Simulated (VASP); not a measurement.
# Al3H in VASP: further runs

Runs on Al3H. Level: PBE. Tasks: relaxation of the atoms.

Program: VASP 6.6.1. These are calculated values, not measurements. Logs are shortened: lines on timing, memory, paths and dates and some standing lists are left out, and cuts for length are marked.

### Step 1. The cell of the first run

The cell holds a slab with vacuum, 4 atoms: a = 2.857 Å, b = 2.857 Å, c = 19.675 Å, α = 90.00°, β = 90.00°, γ = 90.00°.

### Step 2. Relaxation of the atoms, PBE

The input, INCAR:

```
ALGO     = Normal         # electronic algorithm
DIPOL    = 0.5 0.5 0.344
EDIFF    = 1E-6           # SCF threshold, eV
EDIFFG   = -0.025         # ionic threshold
ENCUT    = 520            # plane-wave cutoff, eV
GGA      = PE             # functional
IBRION   = 2              # ionic algorithm
IDIPOL   = 3            
ISIF     = 2              # what is computed and relaxed
ISMEAR   = 0              # smearing method
LASPH    = T              # aspherical terms in the spheres
LCHARG   = F              # write CHGCAR
LDIPOL   = T            
LREAL    = F              # projectors in reciprocal space
LWAVE    = F              # write WAVECAR
NELM     = 100            # most SCF steps
NSW      = 36             # ionic steps
PREC     = Accurate       # precision mode
SIGMA    = 0.1            # smearing width, eV
```

The input, KPOINTS:

```
k-points
0
Gamma
  9 9 1
```

The input, POSCAR:

```
Al3H
1.0
    2.8567582918      0.0000000000      0.0000000000
    0.0000000000      2.8567582918      0.0000000000
    0.0000000000      0.0000000000     19.6746954317
Al H
3 1
Selective dynamics
Direct
    0.5000000000      0.5000000000      0.2033068321  F F F
    0.0000000000      0.0000000000      0.3092728609  F F F
    0.5000000000      0.5000000000      0.4154928578  F F F
    0.5000000000      1.0000000000      0.4480399645  F F T
```

Potentials or basis: VASP PAW PBE potentials, release 64 (Al, H).

Run with:

```console
> cat potpaw_PBE.64/Al/POTCAR potpaw_PBE.64/H/POTCAR > POTCAR
> mpirun -np 1 vasp_std > vasp.out
```

OUTCAR:

```text
EDIFF = 1E-6
   EDIFFG = -0.025
   ENCUT = 520
   GGA = PE
   IBRION = 2
   ISIF = 2
   ISMEAR = 0
   LASPH = T
   LREAL = F
   NELM = 100
   NSW = 36
   PREC = Accurate

 ion  position               nearest neighbor table
   1  0.500  0.500  0.203-   2 2.90   2 2.90   2 2.90   2 2.90
   2  0.000  0.000  0.309-   1 2.90   1 2.90   1 2.90   1 2.90   3 2.91   3 2.91   3 2.91   3 2.91

   3  0.500  0.500  0.415-   4 1.57   4 1.57   2 2.91   2 2.91   2 2.91   2 2.91
   4  0.500  0.000  0.448-   3 1.57   3 1.57

  LATTYP: Found a simple tetragonal cell.
 ALAT       =     2.8567582918
 C/A-ratio  =     6.8870703861

  Lattice vectors:

 A1 = (   2.8567582918,   0.0000000000,   0.0000000000)
 A2 = (   0.0000000000,   2.8567582918,   0.0000000000)
 A3 = (   0.0000000000,   0.0000000000,  19.6746954317)

Analysis of symmetry for initial positions (statically):
=====================================================================
 Subroutine PRICEL returns:
 Original cell was already a primitive cell.

 Routine SETGRP: Setting up the symmetry group for a
 simple tetragonal supercell.

 Subroutine GETGRP returns: Found  4 space group operations
 (whereof  4 operations were pure point group operations)
 out of a pool of 16 trial point group operations.

The static configuration has the point symmetry C_2v.

Analysis of symmetry for dynamics (positions and initial velocities):
=====================================================================
 Subroutine PRICEL returns:
 Original cell was already a primitive cell.

 Routine SETGRP: Setting up the symmetry group for a
 simple tetragonal supercell.

 Subroutine GETGRP returns: Found  4 space group operations
 (whereof  4 operations were pure point group operations)
 out of a pool of 16 trial point group operations.

The dynamic configuration has the point symmetry C_2v.

Analysis of constrained symmetry for selective dynamics:
=====================================================================
 Subroutine PRICEL returns:
 Original cell was already a primitive cell.

 Routine SETGRP: Setting up the symmetry group for a
 simple tetragonal supercell.

 Subroutine GETGRP returns: Found  4 space group operations
 (whereof  4 operations were pure point group operations)
 out of a pool of 16 trial point group operations.

The constrained configuration has the point symmetry C_2v.

 Subroutine INISYM returns: Found  4 space group operations
 (whereof  4 operations are pure point group operations),
 and found     1 'primitive' translations

----------------------------------------------------------------------------------------

                                     Primitive cell

  volume of cell :     160.5665

  direct lattice vectors                    reciprocal lattice vectors
     2.856758292  0.000000000  0.000000000     0.350047116  0.000000000  0.000000000
     0.000000000  2.856758292  0.000000000     0.000000000  0.350047116  0.000000000
     0.000000000  0.000000000 19.674695432     0.000000000  0.000000000  0.050826708

  length of vectors
     2.856758292  2.856758292 19.674695432     0.350047116  0.350047116  0.050826708

  position of ions in fractional coordinates (direct lattice)
     0.500000000  0.500000000  0.203306832
     0.000000000  0.000000000  0.309272861
     0.500000000  0.500000000  0.415492858
     0.500000000  0.000000000  0.448039964

  ion indices of the primitive-cell ions
   primitive index   ion index
                 1           1
                 2           2
                 3           3
                 4           4

----------------------------------------------------------------------------------------

 KPOINTS: k-points

Automatic generation of k-mesh.
 Grid dimensions read from file:
 generate k-points for:    9    9    1

 Generating k-lattice:

  Cartesian coordinates                     Fractional coordinates (reciprocal lattice)
     0.038894124  0.000000000  0.000000000     0.111111111  0.000000000  0.000000000
     0.000000000  0.038894124  0.000000000     0.000000000  0.111111111  0.000000000
     0.000000000  0.000000000  0.050826708     0.000000000  0.000000000  1.000000000

  Length of vectors
     0.038894124  0.038894124  0.050826708

  Shift w.r.t. Gamma in fractional coordinates (k-lattice)
     0.000000000  0.000000000  0.000000000

 Subroutine IBZKPT returns following result:
 ===========================================

 Found     25 irreducible k-points:

 Following reciprocal coordinates:
            Coordinates               Weight
  0.000000  0.000000  0.000000      1.000000
  0.111111  0.000000  0.000000      2.000000
  0.000000  0.111111  0.000000      2.000000
  0.222222  0.000000  0.000000      2.000000
  0.000000  0.222222  0.000000      2.000000
  0.333333  0.000000  0.000000      2.000000
[... 16 lines left out ...]
  0.444444  0.333333  0.000000      4.000000
 -0.333333  0.444444  0.000000      4.000000
   k-points           NKPTS =     25   k-points in BZ     NKDIM =     25   number of bands    NBANDS=      9
   number of dos      NEDOS =    301   number of ions     NIONS =      4
   total plane-waves  NPLWV =  86400
   dimension x,y,z NGX =    24 NGY =   24 NGZ =  150
   dimension x,y,z NGXF=    48 NGYF=   48 NGZF=  300
   ions per type =               3   1
   NGX,Y,Z   is equivalent  to a cutoff of  13.97, 13.97, 12.67 a.u.
   NGXF,Y,Z  is equivalent  to a cutoff of  27.93, 27.93, 25.35 a.u.
 SYSTEM =  unknown system
   PREC   = accura    normal or accurate (medium, high low for compatibility)
   ISTART =      0    job   : 0-new  1-cont  2-samecut
   ICHARG =      2    charge: 1-file 2-atom 10-const
   ISPIN  =      1    spin polarized calculation?
   LNONCOLLINEAR =      F non collinear calculations
   LSORBIT =      F    spin-orbit coupling
   LASPH  =      T    aspherical Exc in radial PAW
   ENCUT  =  520.0 eV  38.22 Ry    6.18 a.u.   5.31  5.31 36.58*2*pi/ulx,y,z
   NELM   =    100;   NELMIN=  2; NELMDL= -5     # of ELM steps
   EDIFF  = 0.1E-05   stopping-criterion for ELM
   LREAL  =      F    real-space projection
   EDIFFG = -.3E-01   stopping-criterion for IOM
   NSW    =     36    number of steps for IOM
   IBRION =      2    ionic relax: 0-MD 1-quasi-New 2-CG
   NFREE  =      1    steps in history (QN), initial steepest desc. (CG)
   ISIF   =      2    stress and relaxation
   ISYM   =      2    0-nonsym 1-usesym 2-fastsym
   POTIM  = 0.5000    time-step for ionic-motion
   TEBEG  =    0.0;   TEEND  =   0.0 temperature during run
   PSTRESS=    0.0 pullay stress
   NELECT =      10.0000    total number of electrons
   NUPDOWN=      -1.0000    fix difference up-down
   EMIN   =  10.00;   EMAX   =-10.00  energy-range for DOS
   EFERMI =   0.00;   METHOD = LEGACY
   ISMEAR =     0;   SIGMA  =   0.10  broadening in eV -4-tet -1-fermi 0-gaus
   EFERMI_NEDOS =   21; number of points for ismear=-14 and -15
   IALGO  =     38    algorithm
   IMIX   =      4    mixing-type and parameters
     AMIX     =   0.40;   BMIX     =  1.00
     AMIX_MAG =   1.60;   BMIX_MAG =  1.00
  volume/ion in A,a.u.               =      40.14       270.89
  Fermi-wavevector in a.u.,A,eV,Ry     =   0.648918  1.226277  5.729340  0.421095
  Thomas-Fermi vector in A             =   1.717706
   LORBIT       =      0    0 simple, 1 ext, 2 COOP (PROOUT), +10 PAW based schemes
   GGA     = PE    functional components
   LHFCALC =     F    Hartree Fock is set to
   AEXX    =    0.0000 exact exchange contribution
   IVDW    =     0    specifies the selected vdW correction
   LEPSILON=     F    determine dielectric tensor
   LRPA    =     F    only Hartree local field effects (RPA)
 conjugate gradient relaxation of ions
 non-spin polarized calculation
 Gauss-broadening in eV      SIGMA  =   0.10
  energy-cutoff  :      520.00
  volume of cell :      160.57
 maximum number of plane-waves:      4361
 NGX is ok and might be reduce to    24
   NGX = 11   NGY = 11   NGZ = 73

 dipolmoment           0.000000      0.000000      0.059840 electrons x Angstroem

--------------------------------------- Ionic step        1  -------------------------------------------

 number of electron      10.0000000 magnetization

 Free energy of the ion-electron system (eV)
  ---------------------------------------------------
  ext. energy  EPLUGINS =         0.00000000
  ---------------------------------------------------
  free energy    TOTEN  =       -13.11203046 eV

  energy without entropy =      -13.09744023  energy(sigma->0) =      -13.10473535

------------------------ aborting loop because EDIFF is reached ----------------------------------------

  FORCE on cell =-STRESS in cart. coord.  units (eV):
  Direction    XX          YY          ZZ          XY          YZ          ZX
  --------------------------------------------------------------------------------------
  -------------------------------------------------------------------------------------
  Total       -2.3005306      3.8377131      1.4474487      0.0000000      0.0000000      0.0000000
  in kB      -22.9553328     38.2937652     14.4430447      0.0000000      0.0000000      0.0000000
  external PRESSURE =       9.9271590 kB  Pullay stress =       0.0000000 kB
[... 101 lines left out ...]
--------------------------------------- Ionic step        4  -------------------------------------------

 number of electron       9.9999999 magnetization

 dipolmoment           0.000000      0.000000     -0.001660 electrons x Angstroem

 Free energy of the ion-electron system (eV)
  ---------------------------------------------------
  ext. energy  EPLUGINS =         0.00000000
  ---------------------------------------------------
  free energy    TOTEN  =       -13.61602433 eV

  energy without entropy =      -13.60541276  energy(sigma->0) =      -13.61071855

 E-fermi :  -0.2496     XC(G=0):  -4.2719

 val. band max:       -0.2750159377   @ k =   0.3333   0.1111   0.0000
 cond. band min:      -0.1677403848   @ k =   0.2222   0.0000   0.0000
 fundamental gap:      0.1072755529
 Fermi energy:        -0.2495645373

 k-point     1 :       0.0000    0.0000    0.0000
  band No.  band energies     occupation
      1     -10.7830      2.00000
      2      -9.1393      2.00000
      3      -6.4941      2.00000
      4      -3.2242      2.00000
      5       0.8547      0.00000
      6       3.2884      0.00000
      7       3.7592      0.00000
      8       4.7767      0.00000
      9       5.4246      0.00000
[... 265 lines left out ...]
 k-point    24 :      -0.3333    0.4444    0.0000
  band No.  band energies     occupation
      1      -5.6848      2.00000
      2      -4.4964      2.00000
      3      -3.2058      2.00000
      4      -2.2441      2.00000
      5      -0.8902      2.00000
      6       0.5438      0.00000
      7       0.8996      0.00000
      8       2.1715      0.00000
      9       2.6249      0.00000

 [... further k-points ...]

------------------------ aborting loop because EDIFF is reached ----------------------------------------

 vacuum level on the upper side and lower side of the slab       (xc-potential included)        -0.028         0.002

  FORCE on cell =-STRESS in cart. coord.  units (eV):
  Direction    XX          YY          ZZ          XY          YZ          ZX
  --------------------------------------------------------------------------------------
  -------------------------------------------------------------------------------------
  Total       -2.0591705     -1.6929335      0.3606006      0.0000000      0.0000000      0.0000000
  in kB      -20.5469746    -16.8925605      3.5981723      0.0000000      0.0000000      0.0000000
  external PRESSURE =     -11.2804543 kB  Pullay stress =       0.0000000 kB
[... 19 lines left out ...]
  FREE ENERGIE OF THE ION-ELECTRON SYSTEM (eV)
  ---------------------------------------------------
  free  energy   TOTEN  =       -13.6160243347 eV

  energy  without entropy=      -13.6054127599  energy(sigma->0) =      -13.61071855

 reached required accuracy - stopping structural energy minimisation

 vacuum level on the upper side and lower side of the slab         3.935         3.968
```

Wall time 2.2 min (1 thread of Intel Xeon Platinum 8259CL at 2.50GHz (Skylake/Cascade Lake), shared host); peak memory 0.29 GiB.

Results:

- Free energy: -13.6160 eV
- Energy gained by relaxing: 126.0 meV/atom
- Ionic steps: 4
- Band gap on the k mesh: zero (bands 5 and 6 overlap by 2.27 eV)

The path:
```
step  energy change (eV)  largest force on free atoms (eV/Å)  pressure (GPa)
   1              0.0000                              2.1075            0.99
   2             -0.1971                              1.7462            0.47
   3             -0.4946                              0.3102           -0.88
   4             -0.5040                              0.0001           -1.13
```

Final structure:
```xyz
4
Lattice="2.8568 0.0000 0.0000 0.0000 2.8568 0.0000 0.0000 0.0000 19.6747" Properties=species:S:1:pos:R:3 pbc="T T T"
Al    1.4284    1.4284    4.0000
Al    0.0000    0.0000    6.0848
Al    1.4284    1.4284    8.1747
H     1.4284    0.0000    9.2617
```

Levels at points of the mesh, in eV from the Fermi level:
```
           k point  band 2  band 3  band 4  band 5  band 6  band 7  band 8  band 9
(0.00, 0.00, 0.00)   -8.89   -6.24   -2.97    1.10    3.54    4.01    5.03    5.67
```

### Step 3. Relaxation of the atoms, PBE

The input, INCAR:

```
SYSTEM = Al3H
PREC     = Accurate       ! precision mode
ENCUT    = 450            ! plane-wave cutoff, eV
EDIFF    = 1E-7           ! SCF threshold, eV
ISMEAR   = 0              ! smearing method
SIGMA    = 0.1            ! smearing width, eV
LREAL    = .FALSE.        ! projectors in reciprocal space
LASPH    = .TRUE.         ! aspherical terms in the spheres
NELM     = 120            ! most SCF steps
ALGO     = Normal         ! electronic algorithm
ISIF     = 2              ! what is computed and relaxed
LWAVE    = .FALSE.        ! write WAVECAR
LCHARG   = .FALSE.        ! write CHGCAR
LDIPOL   = .TRUE.       
IDIPOL   = 3            
DIPOL    = 0.5 0.5 0.344
GGA      = PE             ! functional
IBRION   = 2              ! ionic algorithm
NSW      = 36             ! ionic steps
EDIFFG   = -0.025         ! ionic threshold
GGA_COMPAT= .FALSE.      
NELMIN   = 4            
NELMDL   = -8
```

The input, KPOINTS:

```
regular mesh
0
G
  9 9 1
  0 0 0
```

The input, POSCAR:

```
Al3H
1.0
    2.8567582918      0.0000000000      0.0000000000
    0.0000000000      2.8567582918      0.0000000000
    0.0000000000      0.0000000000     19.6746954375
Al H
3 1
Selective dynamics
Direct
    0.5000000000      0.5000000000      0.2033068320  F F F
    0.0000000000      0.0000000000      0.3092728611  F F F
    0.5000000000      0.5000000000      0.4154928580  F F F
    0.5000000000      1.0000000000      0.4480399646  F F T
```

Potentials or basis: VASP PAW PBE potentials, release 64 (Al, H).

Run with:

```console
> cat potpaw_PBE.64/Al/POTCAR potpaw_PBE.64/H/POTCAR > POTCAR
> mpirun -np 1 vasp_std > vasp.out
```

Run time: 2.3 min. Hardware: 1 thread of Intel Xeon Platinum 8259CL at 2.50GHz (Skylake/Cascade Lake), shared host; peak memory 0.23 GiB.

Results (log left out):

| Quantity | Value |
| --- | --- |
| Free energy | -13.6150 eV |
| Energy gained by relaxing | 126.3 meV/atom |
| Ionic steps | 4 |
| Band gap on the k mesh | zero (bands 5 and 6 overlap by 2.26 eV) |

The path:
| step | energy change (eV) | largest force on free atoms (eV/Å) | pressure (GPa) |
| --- | --- | --- | --- |
| 1 | 0.0000 | 2.1090 | 0.97 |
| 2 | -0.1974 | 1.7481 | 0.45 |
| 3 | -0.4954 | 0.3134 | -0.90 |
| 4 | -0.5050 | 0.0001 | -1.15 |

Final structure:
```yaml
crystal:
  lattice:
    - [2.85676, 0.00000, 0.00000]
    - [0.00000, 2.85676, 0.00000]
    - [0.00000, 0.00000, 19.67470]
  atoms:
    - { symbol: Al, position: [0.50000, 0.50000, 0.20331] }
    - { symbol: Al, position: [0.00000, 0.00000, 0.30927] }
    - { symbol: Al, position: [0.50000, 0.50000, 0.41549] }
    - { symbol: H, position: [0.50000, 0.00000, 0.47077] }
```

Levels at points of the mesh, in eV from the Fermi level:
```tsv
k point	band 2	band 3	band 4	band 5	band 6	band 7	band 8	band 9
(0.00, 0.00, 0.00)	-8.89	-6.24	-2.97	1.10	3.54	4.01	5.03	5.67
```
